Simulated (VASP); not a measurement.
# Si (Cmm2) in VASP: notebook, part 2 of 2

VASP 6.6.1. Earlier steps stand in the parts before.

### Step 4. Single point, r2SCAN (atom 1 (Si) moved -0.225 Å along Cartesian [0 1 0])

The input, POSCAR:

```
Si
1.0
    5.4442106826      0.0000000000      0.0000000000
    0.0000000000     -5.4442106826      0.0000000000
    0.0000000000      0.0000000000     -5.4442106826
Si
8
Direct
    0.5000000000      1.0413283051      1.0000000000
    0.0000000000      0.5000000000      1.0000000000
    0.0000000000      1.0000000000      0.5000000000
    0.5000000000      0.5000000000      0.5000000000
    0.7500000000      0.7500000000      0.7500000000
    0.2500000000      0.2500000000      0.7500000000
    0.2500000000      0.7500000000      0.2500000000
    0.7500000000      0.2500000000      0.2500000000
```

The input, INCAR.step1:

```
SYSTEM = Si
PREC = Accurate ; ENCUT = 520
ISMEAR = 0 ; SIGMA = 0.05
LREAL = .FALSE. ; LASPH = .TRUE.
NELM = 60 ; NBANDS = 26
GGA = PE ; ALGO = Normal
EDIFF = 1E-4 ; LWAVE = .TRUE.
LCHARG = .FALSE.
```

The input, INCAR.step2:

```
SYSTEM = Si
PREC = Accurate ; ENCUT = 520
EDIFF = 1E-6 ; ISMEAR = 0
SIGMA = 0.05 ; LREAL = .FALSE.
LASPH = .TRUE. ; NELM = 60
ALGO = Normal ; ISIF = 2
LWAVE = .FALSE. ; LCHARG = .TRUE.
METAGGA = R2SCAN ; LMIXTAU = .TRUE.
LELF = .TRUE. ; LVHAR = .TRUE.
NBANDS = 26 ; ISTART = 1
```

The input, KPOINTS:

```
regular mesh
0
G
  6 6 6
  0 0 0
```

Launch:

```console
$ cat potpaw_PBE.64/Si/POTCAR > POTCAR
$ cp INCAR.step1 INCAR
$ mpirun -np 1 vasp_std > vasp.out
$ cp INCAR.step2 INCAR
$ mpirun -np 1 vasp_std > vasp.out
```

It took 3.2 min on 1 thread of Intel Xeon 6975P-C (Granite Rapids), shared host; peak memory 0.34 GiB.

The run converged. Its results:

```
Free energy            : -69.8515 eV
Pressure               : 0.3 GPa
Largest force          : 3.057 eV/Å
Band gap on the k mesh : 0.39 eV
```

Forces in eV/Å, atoms in the order of the input:
```
Si   0.000  3.057  0.000
Si   0.000 -0.225  0.000
Si   0.000  0.400  0.000
Si   0.000 -0.225  0.000
Si  -0.399 -0.677 -0.399
Si  -0.699 -0.827  0.699
Si   0.399 -0.677  0.399
Si   0.699 -0.827 -0.699
```

Stress tensor (GPa, compression positive):
```
 0.59  0.00 -2.18
 0.00 -0.36  0.00
-2.18  0.00  0.59
```

Levels at points of the mesh, in eV from the valence-band top:
```csv
k point,band 13,band 14,band 15,band 16,band 17,band 18,band 19,band 20
"(0.00, 0.00, 0.00)",-3.12,-0.54,-0.29,0.00,0.39,0.47,0.65,0.67
"(0.50, 0.00, 0.00)",-2.27,-2.26,-2.19,-2.16,1.03,1.04,3.08,3.09
"(0.00, 0.50, 0.00)",-2.65,-2.39,-2.16,-1.90,0.91,1.12,3.12,3.29
"(0.50, 0.50, 0.00)",-1.83,-1.70,-1.61,-1.47,2.30,2.37,2.45,2.50
"(0.50, 0.00, 0.50)",-2.08,-1.74,-1.64,-1.31,2.12,2.41,2.45,2.77
"(0.50, 0.50, 0.50)",-1.53,-1.50,-1.37,-1.06,1.50,1.51,1.56,1.62
```

Caveat: the cell differs from its parent crystal (atom 1 (Si) moved -0.225 Å along Cartesian [0 1 0]); semilocal functionals underestimate gaps, and a narrow one can read as zero; the PAW data sets were made with another functional, which shifts forces and pressure a little. A k mesh can miss the band edges.

### Step 5. Single point, r2SCAN (atom 1 (Si) moved +0.394 Å along Cartesian [0 1 0])

POSCAR: that of step 4 with these lines changed.

```diff
@@ -8,3 +8,3 @@
 Direct
-    0.5000000000      1.0413283051      1.0000000000
+    0.5000000000      0.9276662820      1.0000000000
     0.0000000000      0.5000000000      1.0000000000
```

The input, INCAR.step1:

```
PREC = Accurate
ENCUT = 520
ISMEAR = 0
SIGMA = 0.05
LREAL = F
LASPH = T
NELM = 60
NBANDS = 26
GGA = PE
ALGO = Normal
EDIFF = 1E-4
LWAVE = T
LCHARG = F
```

The input, INCAR.step2:

```
PREC = Accurate
ENCUT = 520
EDIFF = 1E-7
ISMEAR = 0
SIGMA = 0.05
LREAL = F
LASPH = T
NELM = 60
ALGO = Normal
ISIF = 2
LWAVE = F
LCHARG = F
METAGGA = R2SCAN
LMIXTAU = T
NBANDS = 26
ISTART = 1
```

The input, KPOINTS:

```
regular mesh
0
Gamma
  6 6 6
```

Potentials or basis: VASP PAW PBE potentials, release 64 (Si).

Launch:

```console
$ cat potpaw_PBE.64/Si/POTCAR > POTCAR
$ cp INCAR.step1 INCAR
$ mpirun -np 1 vasp_std > vasp.out
$ cp INCAR.step2 INCAR
$ mpirun -np 1 vasp_std > vasp.out
```

OUTCAR:

```text
PREC = Accurate
   ENCUT = 520
   EDIFF = 1E-7
   ISMEAR = 0
   LREAL = F
   LASPH = T
   NELM = 60
   ISIF = 2
   METAGGA = R2SCAN
   ISTART = 1

 ion  position               nearest neighbor table
   1  0.500  0.928  0.000-   5 2.15   7 2.15   6 2.60   8 2.60
   2  0.000  0.500  0.000-   5 2.36   6 2.36   7 2.36   8 2.36
   3  0.000  0.000  0.500-   5 2.36   6 2.36   7 2.36   8 2.36
   4  0.500  0.500  0.500-   5 2.36   6 2.36   7 2.36   8 2.36
   5  0.750  0.750  0.750-   1 2.15   2 2.36   3 2.36   4 2.36
   6  0.250  0.250  0.750-   2 2.36   3 2.36   4 2.36   1 2.60
   7  0.250  0.750  0.250-   1 2.15   2 2.36   3 2.36   4 2.36
   8  0.750  0.250  0.250-   2 2.36   3 2.36   4 2.36   1 2.60

  LATTYP: Found a simple cubic cell.
 ALAT       =     5.4442106826

  Lattice vectors:

 A1 = (   5.4442106826,   0.0000000000,   0.0000000000)
 A2 = (   0.0000000000,  -5.4442106826,   0.0000000000)
 A3 = (   0.0000000000,   0.0000000000,  -5.4442106826)

Analysis of symmetry for initial positions (statically):
=====================================================================
 Subroutine PRICEL returns:
 Original cell was already a primitive cell.

 Routine SETGRP: Setting up the symmetry group for a
 simple cubic supercell.

 Subroutine GETGRP returns: Found  4 space group operations
 (whereof  2 operations were pure point group operations)
 out of a pool of 48 trial point group operations.

The static configuration has the point symmetry C_2 .
 The point group associated with its full space group is C_2v.

Analysis of symmetry for dynamics (positions and initial velocities):
=====================================================================
 Subroutine PRICEL returns:
 Original cell was already a primitive cell.

 Routine SETGRP: Setting up the symmetry group for a
 simple cubic supercell.

 Subroutine GETGRP returns: Found  4 space group operations
 (whereof  2 operations were pure point group operations)
 out of a pool of 48 trial point group operations.

The dynamic configuration has the point symmetry C_2 .
 The point group associated with its full space group is C_2v.

 Subroutine INISYM returns: Found  4 space group operations
 (whereof  2 operations are pure point group operations),
 and found     1 'primitive' translations

----------------------------------------------------------------------------------------

                                     Primitive cell

  volume of cell :     161.3633

  direct lattice vectors                    reciprocal lattice vectors
     5.444210683  0.000000000  0.000000000     0.183681356  0.000000000  0.000000000
     0.000000000 -5.444210683  0.000000000     0.000000000 -0.183681356  0.000000000
     0.000000000  0.000000000 -5.444210683     0.000000000  0.000000000 -0.183681356

  length of vectors
     5.444210683  5.444210683  5.444210683     0.183681356  0.183681356  0.183681356

  position of ions in fractional coordinates (direct lattice)
     0.500000000  0.927666282  0.000000000
     0.000000000  0.500000000  0.000000000
     0.000000000  0.000000000  0.500000000
     0.500000000  0.500000000  0.500000000
[... 46 lines left out ...]
  0.000000  0.166667  0.000000      2.000000
  0.333333  0.000000  0.000000      4.000000
  0.000000  0.333333  0.000000      2.000000
  0.500000  0.000000  0.000000      2.000000
[... 16 lines left out ...]
  0.333333  0.000000  0.500000      4.000000
  0.500000  0.500000  0.000000      2.000000
 [... further k-points ...]
   k-points           NKPTS =     52   k-points in BZ     NKDIM =     52   number of bands    NBANDS=     26
   number of dos      NEDOS =    301   number of ions     NIONS =      8
   total plane-waves  NPLWV =  64000
   dimension x,y,z NGX =    40 NGY =   40 NGZ =   40
   dimension x,y,z NGXF=    80 NGYF=   80 NGZF=   80
   ions per type =               8
   NGX,Y,Z   is equivalent  to a cutoff of  12.21, 12.21, 12.21 a.u.
   NGXF,Y,Z  is equivalent  to a cutoff of  24.43, 24.43, 24.43 a.u.
 SYSTEM =  unknown system
   PREC   = accura    normal or accurate (medium, high low for compatibility)
   ISTART =      1    job   : 0-new  1-cont  2-samecut
   ICHARG =      0    charge: 1-file 2-atom 10-const
   ISPIN  =      1    spin polarized calculation?
   LNONCOLLINEAR =      F non collinear calculations
   LSORBIT =      F    spin-orbit coupling
   LASPH  =      T    aspherical Exc in radial PAW
   ENCUT  =  520.0 eV  38.22 Ry    6.18 a.u.  10.12 10.12 10.12*2*pi/ulx,y,z
   NELM   =     60;   NELMIN=  2; NELMDL=  0     # of ELM steps
   EDIFF  = 0.1E-06   stopping-criterion for ELM
   LREAL  =      F    real-space projection
   EDIFFG = 0.1E-05   stopping-criterion for IOM
   NSW    =      0    number of steps for IOM
   IBRION =     -1    ionic relax: 0-MD 1-quasi-New 2-CG
   NFREE  =      0    steps in history (QN), initial steepest desc. (CG)
   ISIF   =      2    stress and relaxation
   ISYM   =      2    0-nonsym 1-usesym 2-fastsym
   POTIM  = 0.5000    time-step for ionic-motion
   TEBEG  =    0.0;   TEEND  =   0.0 temperature during run
   PSTRESS=    0.0 pullay stress
   NELECT =      32.0000    total number of electrons
   NUPDOWN=      -1.0000    fix difference up-down
   EMIN   =  10.00;   EMAX   =-10.00  energy-range for DOS
   EFERMI =   0.00;   METHOD = LEGACY
   ISMEAR =     0;   SIGMA  =   0.05  broadening in eV -4-tet -1-fermi 0-gaus
   EFERMI_NEDOS =   21; number of points for ismear=-14 and -15
   IALGO  =     38    algorithm
   IMIX   =      4    mixing-type and parameters
     AMIX     =   0.40;   BMIX     =  1.00
     AMIX_MAG =   1.60;   BMIX_MAG =  1.00
  volume/ion in A,a.u.               =      20.17       136.12
  Fermi-wavevector in a.u.,A,eV,Ry     =   0.954677  1.804078 12.400467  0.911409
  Thomas-Fermi vector in A             =   2.083446
   LORBIT       =      0    0 simple, 1 ext, 2 COOP (PROOUT), +10 PAW based schemes
   METAGGA = R2SCAN    functional components
   LHFCALC =     F    Hartree Fock is set to
   AEXX    =    0.0000 exact exchange contribution
   IVDW    =     0    specifies the selected vdW correction
   LEPSILON=     F    determine dielectric tensor
   LRPA    =     F    only Hartree local field effects (RPA)
 non-spin polarized calculation
 Gauss-broadening in eV      SIGMA  =   0.05
  energy-cutoff  :      520.00
  volume of cell :      161.36
 maximum number of plane-waves:      4385
   NGX = 21   NGY = 21   NGZ = 21

 number of electron      32.0000002 magnetization

 Free energy of the ion-electron system (eV)
  ---------------------------------------------------
  ext. energy  EPLUGINS =         0.00000000
  ---------------------------------------------------
  free energy    TOTEN  =       -69.16685901 eV

  energy without entropy =      -69.16685825  energy(sigma->0) =      -69.16685863

 E-fermi :   6.1409     XC(G=0):  -9.8292

 val. band max:        6.0128070497   @ k =  -0.1667   0.0000   0.1667
 cond. band min:       6.2717626959   @ k =   0.0000   0.1667   0.0000
 fundamental gap:      0.2589556462
 Fermi energy:         6.1408663525

 k-point     1 :       0.0000    0.0000    0.0000
  band No.  band energies     occupation
      1      -6.8995      2.00000
      2      -3.1065      2.00000
      3      -2.8663      2.00000
      4      -2.5034      2.00000
      5      -2.4984      2.00000
      6      -2.2291      2.00000
[... 685 lines left out ...]
     25      11.0311      0.00000
     26      11.0494      0.00000

 [... further k-points ...]

------------------------ aborting loop because EDIFF is reached ----------------------------------------

  FORCE on cell =-STRESS in cart. coord.  units (eV):
  Direction    XX          YY          ZZ          XY          YZ          ZX
  --------------------------------------------------------------------------------------
  -------------------------------------------------------------------------------------
  Total        2.2118171     -0.6184527      2.2118171      0.0000000      0.0000000      4.0984031
  in kB       21.9611472     -6.1406214     21.9611472      0.0000000      0.0000000     40.6930727
  external PRESSURE =      12.5938910 kB  Pullay stress =       0.0000000 kB

 VOLUME and BASIS-vectors are now :
 -----------------------------------------------------------------------------
  energy-cutoff  :      520.00
  volume of cell :      161.36
      direct lattice vectors                 reciprocal lattice vectors
     5.444210683  0.000000000  0.000000000     0.183681356  0.000000000  0.000000000
     0.000000000 -5.444210683  0.000000000     0.000000000 -0.183681356  0.000000000
     0.000000000  0.000000000 -5.444210683     0.000000000  0.000000000 -0.183681356

 POSITION                                       TOTAL-FORCE (eV/Angst)
 -----------------------------------------------------------------------------------
      2.72211     -5.05041      0.00000         0.000000     -4.979634      0.000000
      0.00000     -2.72211      0.00000         0.000000      0.383971      0.000000
      0.00000      0.00000     -2.72211         0.000000     -0.655531      0.000000
      2.72211     -2.72211     -2.72211         0.000000      0.383971      0.000000
      4.08316     -4.08316     -4.08316         1.425851      1.423697      1.425851
      1.36105     -1.36105     -4.08316         0.541927      1.009915     -0.541927
      1.36105     -4.08316     -1.36105        -1.425851      1.423697     -1.425851
      4.08316     -1.36105     -1.36105        -0.541927      1.009915      0.541927
 -----------------------------------------------------------------------------------
    total drift:                                0.000000      0.000079     -0.000000

  FREE ENERGIE OF THE ION-ELECTRON SYSTEM (eV)
  ---------------------------------------------------
  free  energy   TOTEN  =       -69.1668590104 eV

  energy  without entropy=      -69.1668582530  energy(sigma->0) =      -69.16685863
```

Run time: 11 min. Hardware: 1 thread of Oxide Virtual Turin-like, shared host; peak memory 0.31 GiB.

Results:

```yaml
Free_energy: -69.1669 eV
Pressure: 1.3 GPa
Largest_force: 4.980 eV/Å
Band_gap_on_the_k_mesh: 0.26 eV (least direct gap 0.34 eV)
```

Forces in eV/Å, atoms in the order of the input:
```
Si   0.000 -4.980  0.000
Si   0.000  0.384  0.000
Si   0.000 -0.656  0.000
Si   0.000  0.384  0.000
Si   1.426  1.424  1.426
Si   0.542  1.010 -0.542
Si  -1.426  1.424 -1.426
Si  -0.542  1.010  0.542
```

Stress tensor (GPa, compression positive):
```
 2.20  0.00  4.07
 0.00 -0.61  0.00
 4.07  0.00  2.20
```

Caveat: the cell differs from its parent crystal (atom 1 (Si) moved +0.394 Å along Cartesian [0 1 0]); semilocal functionals underestimate gaps, and a narrow one can read as zero; the PAW data sets were made with another functional, which shifts forces and pressure a little.

### Step 6. Single point, r2SCAN (atom 1 (Si) moved +0.281 Å along Cartesian [0 1 0])

POSCAR: that of step 5 with these lines changed.

```diff
@@ -8,3 +8,3 @@
 Direct
-    0.5000000000      0.9276662820      1.0000000000
+    0.5000000000      0.9483304346      1.0000000000
     0.0000000000      0.5000000000      1.0000000000
```

INCAR.step1 is that of step 5.

INCAR.step2: that of step 5 with these lines changed.

```diff
@@ -2,3 +2,3 @@
 ENCUT = 520
-EDIFF = 1E-7
+EDIFF = 1E-6
 ISMEAR = 0
```

The input, KPOINTS:

```
Automatic mesh
0
Gamma
  6 6 6
```

Potentials or basis: VASP PAW PBE potentials, release 64 (Si).

Launch:

```console
$ cat potpaw_PBE.64/Si/POTCAR > POTCAR
$ cp INCAR.step1 INCAR
$ mpirun -np 1 vasp_std > vasp.out
$ cp INCAR.step2 INCAR
$ mpirun -np 1 vasp_std > vasp.out
```

Wall time 10 min (1 thread of Oxide Virtual Turin-like, shared host); peak memory 0.31 GiB.

It converged, with:

```
Free energy            : -69.6597 eV
Pressure               : 0.5 GPa
Largest force          : 3.749 eV/Å
Band gap on the k mesh : 0.31 eV
```

Forces in eV/Å, atoms in the order of the input:
```
Si   0.000 -3.749  0.000
Si   0.000  0.280  0.000
Si   0.000 -0.492  0.000
Si   0.000  0.280  0.000
Si   0.924  1.035  0.924
Si   0.459  0.806 -0.459
Si  -0.924  1.035 -0.924
Si  -0.459  0.806  0.459
```

Stress tensor (GPa, compression positive):
```
 1.03  0.00  2.78
 0.00 -0.43  0.00
 2.78  0.00  1.03
```

Levels at points of the mesh, in eV from the valence-band top:
| k point | band 12 | band 13 | band 14 | band 15 | band 16 | band 17 | band 18 | band 19 | band 20 | band 21 |
| --- | --- | --- | --- | --- | --- | --- | --- | --- | --- | --- |
| (0.00, 0.00, 0.00) | -3.28 | -3.12 | -0.64 | -0.34 | 0.00 | 0.31 | 0.38 | 0.61 | 0.63 | 0.79 |
| (0.50, 0.00, 0.00) | -3.83 | -2.31 | -2.30 | -2.20 | -2.15 | 0.98 | 0.98 | 2.99 | 3.00 | 3.92 |
| (0.00, 0.50, 0.00) | -3.79 | -2.78 | -2.47 | -2.18 | -1.86 | 0.82 | 1.09 | 3.07 | 3.29 | 3.98 |
| (0.50, 0.50, 0.00) | -4.07 | -1.90 | -1.74 | -1.62 | -1.45 | 2.21 | 2.29 | 2.40 | 2.46 | 4.48 |
| (0.50, 0.00, 0.50) | -4.05 | -2.22 | -1.80 | -1.68 | -1.27 | 1.99 | 2.35 | 2.40 | 2.80 | 4.42 |
| (0.50, 0.50, 0.50) | -1.62 | -1.58 | -1.54 | -1.36 | -0.99 | 1.41 | 1.45 | 1.51 | 1.58 | 2.87 |

Caveat: the cell differs from its parent crystal (atom 1 (Si) moved +0.281 Å along Cartesian [0 1 0]); semilocal functionals underestimate gaps, and a narrow one can read as zero; the PAW data sets were made with another functional, which shifts forces and pressure a little. A k mesh can miss the band edges.

### Step 7. Overview

| cell | gap on the mesh (eV) | pressure (GPa) | largest force (eV/Å) |
| --- | --- | --- | --- |
| as given, atomic positions A | 0.16 | 1.7 | 5.50 |
| as given, atomic positions B | 0.31 | 0.9 | 4.39 |
| as given, atomic positions C | 0.39 | 0.3 | 3.06 |
| as given, atomic positions D | 0.26 | 1.3 | 4.98 |
| as given, atomic positions E | 0.31 | 0.5 | 3.75 |

Alike in all rows: task single point; level r2SCAN; potentials or basis VASP PAW PBE potentials, release 64 (Si); no spin polarisation; k mesh 6 × 6 × 6; cutoff (eV) 520; smearing gaussian 0.05 eV.

Caveats: semilocal functionals underestimate gaps, and a narrow one can read as zero; the PAW data sets were made with another functional, which shifts forces and pressure a little.

Total energies depend on the potentials used, so only differences within one code and one set of settings carry meaning.
